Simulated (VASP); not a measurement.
# Al (Fm-3m) in VASP: a series of runs

Al is run at these levels: PBEsol; tasks: single point, relaxation of cell and atoms.

Everything below comes from runs of VASP 6.6.1. Logs are shortened: lines on timing, memory, paths and dates and some standing lists are left out, and cuts for length are marked.

## (1) The cell of the first run

The structure is cubic, space group Fm-3m (No. 225). Conventional cell: a = 4.016 Å, b = 4.016 Å, c = 4.016 Å, α = 90.00°, β = 90.00°, γ = 90.00°. Al (site symmetry m-3m) has 12 Al at 2.84 Å within 3.7 Å.

## (2) Single point, PBEsol

File INCAR:

```
SYSTEM = Al
ALGO     = Fast           ! electronic algorithm
EDIFF    = 1E-7           ! SCF threshold, eV
ENCUT    = 520            ! plane-wave cutoff, eV
GGA      = PS             ! functional
ISIF     = 2              ! what is computed and relaxed
ISMEAR   = 0              ! smearing method
LASPH    = .TRUE.         ! aspherical terms in the spheres
LCHARG   = .TRUE.         ! write CHGCAR
LELF     = .TRUE.         ! ELF
LREAL    = .FALSE.        ! projectors in reciprocal space
LVHAR    = .TRUE.       
LWAVE    = .FALSE.        ! write WAVECAR
NBANDS   = 8              ! bands
NELM     = 100            ! most SCF steps
PREC     = Accurate       ! precision mode
SIGMA    = 0.3            ! smearing width, eV
```

File KPOINTS:

```
k-points
0
G
  46 46 46
  0 0 0
```

File POSCAR:

```
Al
1.0
    0.0000000000      2.0080065884      2.0080065884
    2.0080065884      0.0000000000      2.0080065884
    2.0080065884      2.0080065884      0.0000000000
Al
1
Direct
    0.0000000000      0.0000000000      0.0000000000
```

Potentials or basis: VASP PAW PBE potentials, release 64 (Al).

Command:

```bash
cat potpaw_PBE.64/Al/POTCAR > POTCAR
mpirun -np 1 vasp_std > vasp.out
```

OUTCAR:

```text
SYSTEM = Al
   EDIFF = 1E-7
   ENCUT = 520
   GGA = PS
   ISIF = 2
   ISMEAR = 0
   LASPH = .TRUE.
   LREAL = .FALSE.
   NELM = 100
   PREC = Accurate

 ion  position               nearest neighbor table
   1  0.000  0.000  0.000-

  LATTYP: Found a face centered cubic cell.
 ALAT       =     4.0160131768

  Lattice vectors:

 A1 = (   0.0000000000,   2.0080065884,   2.0080065884)
 A2 = (   2.0080065884,   0.0000000000,   2.0080065884)
 A3 = (   2.0080065884,   2.0080065884,   0.0000000000)

Analysis of symmetry for initial positions (statically):
=====================================================================
 Subroutine PRICEL returns:
 Original cell was already a primitive cell.

 Routine SETGRP: Setting up the symmetry group for a
 face centered cubic supercell.

 Subroutine GETGRP returns: Found 48 space group operations
 (whereof 48 operations were pure point group operations)
 out of a pool of 48 trial point group operations.

The static configuration has the point symmetry O_h .

Analysis of symmetry for dynamics (positions and initial velocities):
=====================================================================
 Subroutine PRICEL returns:
 Original cell was already a primitive cell.

 Routine SETGRP: Setting up the symmetry group for a
 face centered cubic supercell.

 Subroutine GETGRP returns: Found 48 space group operations
 (whereof 48 operations were pure point group operations)
 out of a pool of 48 trial point group operations.

The dynamic configuration has the point symmetry O_h .

 Subroutine INISYM returns: Found 48 space group operations
 (whereof 48 operations are pure point group operations),
 and found     1 'primitive' translations

----------------------------------------------------------------------------------------

                                     Primitive cell

  volume of cell :      16.1929

  direct lattice vectors                    reciprocal lattice vectors
     0.000000000  2.008006588  2.008006588    -0.249003167  0.249003167  0.249003167
     2.008006588  0.000000000  2.008006588     0.249003167 -0.249003167  0.249003167
     2.008006588  2.008006588  0.000000000     0.249003167  0.249003167 -0.249003167

  length of vectors
     2.839750151  2.839750151  2.839750151     0.431286137  0.431286137  0.431286137

  position of ions in fractional coordinates (direct lattice)
     0.000000000  0.000000000  0.000000000

  ion indices of the primitive-cell ions
   primitive index   ion index
                 1           1

----------------------------------------------------------------------------------------

 KPOINTS: k-points

Automatic generation of k-mesh.
 Grid dimensions read from file:
 generate k-points for:   46   46   46

 Generating k-lattice:

  Cartesian coordinates                     Fractional coordinates (reciprocal lattice)
    -0.005413112  0.005413112  0.005413112     0.021739130  0.000000000  0.000000000
     0.005413112 -0.005413112  0.005413112     0.000000000  0.021739130  0.000000000
     0.005413112  0.005413112 -0.005413112     0.000000000  0.000000000  0.021739130

  Length of vectors
     0.009375786  0.009375786  0.009375786

  Shift w.r.t. Gamma in fractional coordinates (k-lattice)
     0.000000000  0.000000000  0.000000000

 Subroutine IBZKPT returns following result:
 ===========================================

 Found   2456 irreducible k-points:

 Following reciprocal coordinates:
            Coordinates               Weight
  0.000000  0.000000  0.000000      1.000000
  0.021739  0.000000  0.000000      8.000000
  0.043478  0.000000  0.000000      8.000000
  0.065217  0.000000  0.000000      8.000000
  0.086957  0.000000  0.000000      8.000000
  0.108696  0.000000  0.000000      8.000000
[... 16 lines left out ...]
  0.478261  0.000000  0.000000      8.000000
  0.500000  0.000000  0.000000      4.000000
 [... further k-points ...]
   k-points           NKPTS =   2456   k-points in BZ     NKDIM =   2456   number of bands    NBANDS=      8
   number of dos      NEDOS =    301   number of ions     NIONS =      1
   total plane-waves  NPLWV =  13824
   dimension x,y,z NGX =    24 NGY =   24 NGZ =   24
   dimension x,y,z NGXF=    48 NGYF=   48 NGZF=   48
   ions per type =               1
   NGX,Y,Z   is equivalent  to a cutoff of  14.05, 14.05, 14.05 a.u.
   NGXF,Y,Z  is equivalent  to a cutoff of  28.10, 28.10, 28.10 a.u.
 SYSTEM =  Al
   PREC   = accura    normal or accurate (medium, high low for compatibility)
   ISTART =      0    job   : 0-new  1-cont  2-samecut
   ICHARG =      2    charge: 1-file 2-atom 10-const
   ISPIN  =      1    spin polarized calculation?
   LNONCOLLINEAR =      F non collinear calculations
   LSORBIT =      F    spin-orbit coupling
   LASPH  =      T    aspherical Exc in radial PAW
   ENCUT  =  520.0 eV  38.22 Ry    6.18 a.u.   5.28  5.28  5.28*2*pi/ulx,y,z
   NELM   =    100;   NELMIN=  2; NELMDL= -5     # of ELM steps
   EDIFF  = 0.1E-06   stopping-criterion for ELM
   LREAL  =      F    real-space projection
   EDIFFG = 0.1E-05   stopping-criterion for IOM
   NSW    =      0    number of steps for IOM
   IBRION =     -1    ionic relax: 0-MD 1-quasi-New 2-CG
   NFREE  =      0    steps in history (QN), initial steepest desc. (CG)
   ISIF   =      2    stress and relaxation
   ISYM   =      2    0-nonsym 1-usesym 2-fastsym
   POTIM  = 0.5000    time-step for ionic-motion
   TEBEG  =    0.0;   TEEND  =   0.0 temperature during run
   PSTRESS=    0.0 pullay stress
   NELECT =       3.0000    total number of electrons
   NUPDOWN=      -1.0000    fix difference up-down
   EMIN   =  10.00;   EMAX   =-10.00  energy-range for DOS
   EFERMI =   0.00;   METHOD = LEGACY
   ISMEAR =     0;   SIGMA  =   0.30  broadening in eV -4-tet -1-fermi 0-gaus
   EFERMI_NEDOS =   21; number of points for ismear=-14 and -15
   IALGO  =     68    algorithm
   IMIX   =      4    mixing-type and parameters
     AMIX     =   0.40;   BMIX     =  1.00
     AMIX_MAG =   1.60;   BMIX_MAG =  1.00
  volume/ion in A,a.u.               =      16.19       109.28
  Fermi-wavevector in a.u.,A,eV,Ry     =   0.933269  1.763622 11.850549  0.870991
  Thomas-Fermi vector in A             =   2.059953
   LORBIT       =      0    0 simple, 1 ext, 2 COOP (PROOUT), +10 PAW based schemes
   GGA     = PS    functional components
   LHFCALC =     F    Hartree Fock is set to
   AEXX    =    0.0000 exact exchange contribution
   IVDW    =     0    specifies the selected vdW correction
   LEPSILON=     F    determine dielectric tensor
   LRPA    =     F    only Hartree local field effects (RPA)
 non-spin polarized calculation
 RMM-DIIS sequential band-by-band and
 Gauss-broadening in eV      SIGMA  =   0.30
  energy-cutoff  :      520.00
  volume of cell :       16.19
 maximum number of plane-waves:       452
 NGX is ok and might be reduce to    24
   NGX = 11   NGY = 11   NGZ = 11

 number of electron       3.0000000 magnetization

 Free energy of the ion-electron system (eV)
  ---------------------------------------------------
  ext. energy  EPLUGINS =         0.00000000
  ---------------------------------------------------
  free energy    TOTEN  =        -4.10129424 eV

  energy without entropy =       -4.08340192  energy(sigma->0) =       -4.09234808

 E-fermi :   8.1506     XC(G=0): -10.3255

 val. band max:        8.1486953522   @ k =  -0.3913   0.3913   0.1522
 cond. band min:       8.1527307181   @ k =  -0.4130   0.3696   0.1304
 fundamental gap:      0.0040353658
 Fermi energy:         8.1506377892

 k-point     1 :       0.0000    0.0000    0.0000
  band No.  band energies     occupation
      1      -3.1134      2.00000
      2      20.8458      0.00000
      3      20.8458      0.00000
      4      20.8458      0.00000
      5      22.4803      0.00000
      6      22.4803      0.00000
      7      22.4803      0.00000
      8      24.7681      0.00000

 k-point     2 :       0.0217    0.0000    0.0000
  band No.  band energies     occupation
      1      -3.1004      2.00000
      2      20.5092      0.00000
      3      20.7910      0.00000
      4      20.7910      0.00000
      5      22.5557      0.00000
      6      22.5557      0.00000
      7      22.6692      0.00000
      8      24.9064      0.00000

 k-point     3 :       0.0435    0.0000    0.0000
  band No.  band energies     occupation
      1      -3.0614      2.00000
      2      19.7981      0.00000
      3      20.6507      0.00000
      4      20.6507      0.00000
      5      22.7572      0.00000
      6      22.7572      0.00000
      7      22.9350      0.00000
      8      25.3240      0.00000

 k-point     4 :       0.0652    0.0000    0.0000
  band No.  band energies     occupation
      1      -2.9964      2.00000
      2      18.9671      0.00000
      3      20.4672      0.00000
      4      20.4672      0.00000
      5      23.0414      0.00000
      6      23.0414      0.00000
      7      23.0749      0.00000
      8      25.9706      0.00000

 k-point     5 :       0.0870    0.0000    0.0000
  band No.  band energies     occupation
      1      -2.9054      2.00000
      2      18.0939      0.00000
      3      20.2696      0.00000
      4      20.2696      0.00000
      5      23.1098      0.00000
      6      23.3758      0.00000
      7      23.3758      0.00000
      8      26.6815      0.00000
[... 177 lines left out ...]
 k-point    22 :       0.4565    0.0000    0.0000
  band No.  band energies     occupation
      1       2.5058      2.00000
      2       4.8080      2.00000
      3      19.4051      0.00000
      4      19.4051      0.00000
      5      20.0921      0.00000
      6      20.0921      0.00000
      7      23.1466      0.00000
      8      23.9948      0.00000

 k-point    23 :       0.4783    0.0000    0.0000
  band No.  band energies     occupation
      1       3.0355      2.00000
      2       4.2100      2.00000
      3      19.5412      0.00000
      4      19.5412      0.00000
      5      19.8907      0.00000
      6      19.8907      0.00000
      7      23.2942      0.00000
      8      23.7806      0.00000

 k-point    24 :       0.5000    0.0000    0.0000
  band No.  band energies     occupation
      1       3.4775      2.00000
      2       3.7453      2.00000
      3      19.6680      0.00000
      4      19.6680      0.00000
      5      19.7422      0.00000
      6      19.7422      0.00000
      7      23.3891      0.00000
      8      23.6634      0.00000

 [... further k-points ...]

------------------------ aborting loop because EDIFF is reached ----------------------------------------

  FORCE on cell =-STRESS in cart. coord.  units (eV):
  Direction    XX          YY          ZZ          XY          YZ          ZX
  --------------------------------------------------------------------------------------
  -------------------------------------------------------------------------------------
  Total        0.0041262      0.0041262      0.0041262     -0.0000000     -0.0000000      0.0000000
  in kB        0.4082555      0.4082555      0.4082555     -0.0000000     -0.0000000      0.0000000
  external PRESSURE =       0.4082555 kB  Pullay stress =       0.0000000 kB

 VOLUME and BASIS-vectors are now :
 -----------------------------------------------------------------------------
  energy-cutoff  :      520.00
  volume of cell :       16.19
      direct lattice vectors                 reciprocal lattice vectors
     0.000000000  2.008006588  2.008006588    -0.249003167  0.249003167  0.249003167
     2.008006588  0.000000000  2.008006588     0.249003167 -0.249003167  0.249003167
     2.008006588  2.008006588  0.000000000     0.249003167  0.249003167 -0.249003167

 POSITION                                       TOTAL-FORCE (eV/Angst)
 -----------------------------------------------------------------------------------
      0.00000      0.00000      0.00000        -0.000000     -0.000000     -0.000000
 -----------------------------------------------------------------------------------
    total drift:                                0.000000     -0.000000     -0.000000

  FREE ENERGIE OF THE ION-ELECTRON SYSTEM (eV)
  ---------------------------------------------------
  free  energy   TOTEN  =        -4.1012942388 eV

  energy  without entropy=       -4.0834019167  energy(sigma->0) =       -4.09234808
```

Run time: 97 s. Hardware: 1 thread of Intel Xeon 6975P-C (Granite Rapids), shared host; peak memory 0.38 GiB.

Results:

- Free energy: -4.1013 eV
- Pressure: 0.0 GPa
- Band gap on the k mesh: zero (an odd number of electrons rules out a gap without spin polarisation)

Caveat: so wide a smearing shifts energies and pressures; the PAW data sets were made with another functional, which shifts forces and pressure a little.

## (3) Relaxation of cell and atoms, PBEsol

This run uses another cell than the first one, of 16.48 Å³/atom.

File INCAR:

```
SYSTEM = Al
PREC = Accurate
ENCUT = 600
EDIFF = 1E-6
ISMEAR = 0
SIGMA = 0.3
LREAL = .FALSE.
LASPH = .TRUE.
NELM = 100
ALGO = Fast
ISIF = 3
LWAVE = .FALSE.
LCHARG = .FALSE.
GGA = PS
IBRION = 2
NSW = 80
EDIFFG = -0.003
```

File KPOINTS:

```
regular mesh
0
G
  46 46 46
  0 0 0
```

File POSCAR:

```
Al
1.0
    0.0000000000      2.0200000000      2.0200000000
    2.0200000000      0.0000000000      2.0200000000
    2.0200000000      2.0200000000      0.0000000000
Al
1
Direct
    0.0000000000      0.0000000000      0.0000000000
```

Potentials or basis: VASP PAW PBE potentials, release 64 (Al).

Command:

```bash
cat potpaw_PBE.64/Al/POTCAR > POTCAR
mpirun -np 1 vasp_std > vasp.out
```

Wall time 85 s (1 thread of Intel Xeon 6975P-C (Granite Rapids), shared host); peak memory 0.38 GiB.

Results (log left out):

| Property | Result |
| --- | --- |
| Free energy | -4.1014 eV |
| Relaxed volume | 16.20 Å³/atom |
| Relaxed cell | a = 2.840 Å, b = 2.840 Å, c = 2.840 Å, α = 60.00°, β = 60.00°, γ = 60.00° |
| Space group after relaxing (to 0.1 Å) | Fm-3m (No. 225) |
| Energy gained by relaxing | 1.2 meV/atom |
| Ionic steps | 3 |
| Pressure after relaxing | 0.0 GPa |
| Band gap on the k mesh | zero (an odd number of electrons rules out a gap without spin polarisation) |

The path:
```tsv
step	energy change (eV)	largest force (eV/Å)	pressure (GPa)	volume (Å³)
1	0.0000	0.0000	-1.37	16.48
2	-0.0012	0.0000	0.26	16.15
3	-0.0012	0.0000	0.00	16.20
```

Final structure:
```
CELL_PARAMETERS angstrom
0.00000 2.00834 2.00834
2.00834 0.00000 2.00834
2.00834 2.00834 0.00000
ATOMIC_POSITIONS crystal
Al 0.00000 0.00000 0.00000
```

Levels at points of the mesh, in eV from the Fermi level:
```tsv
k point	band 1	band 2	band 3	band 4	band 5
(0.00, 0.00, 0.00)	-11.26	12.69	12.69	12.69	14.32
(0.50, 0.00, 0.00)	-4.67	-4.40	11.52	11.52	11.59
(0.50, 0.50, 0.00)	-2.97	-1.62	5.25	5.67	5.67
```

Caveat: so wide a smearing shifts energies and pressures; the PAW data sets were made with another functional, which shifts forces and pressure a little.
